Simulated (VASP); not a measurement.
**La: single point with PBE**

Crystal: La.

```
La
1.0
    -1.85941    1.85941    1.85941
     1.85941   -1.85941    1.85941
     1.85941    1.85941   -1.85941
La
1
Direct
  0.00000 0.00000 0.00000
```

This isn't the form of La at room conditions, which is double hcp.

```json
{
  "Program": "VASP 6.6.1",
  "Task": "single point",
  "Functional": "PBE",
  "Potentials or basis": "VASP PAW PBE potentials, release 64 (La)",
  "Cutoff": "520 eV",
  "k mesh": "13 × 13 × 13",
  "Occupations": "fermi-dirac, width 0.08 eV",
  "Spin": "no spin polarisation",
  "Dipole correction": "no",
  "Further INCAR settings": "ALGO = Normal; EDIFF = 1e-06; NBANDS = 12"
}
```

```yaml
Pressure: 16.3 GPa
Band_gap_on_the_k_mesh: zero (an odd number of electrons rules out a gap without spin polarisation)
```

Levels at points of the mesh, in eV from the Fermi level:
```
           k point  band 4  band 5  band 6  band 7  band 8  band 9
(0.00, 0.00, 0.00)  -14.39   -2.20    1.87    1.87    1.87    1.87
```

Wall time 51 s on 1 thread of Intel Xeon 8259CL, with other jobs on the host, peak memory 0.17 GiB.

Caveat: the cell stands under pressure; spin-orbit coupling is left out, which moves the levels of the heavy elements.
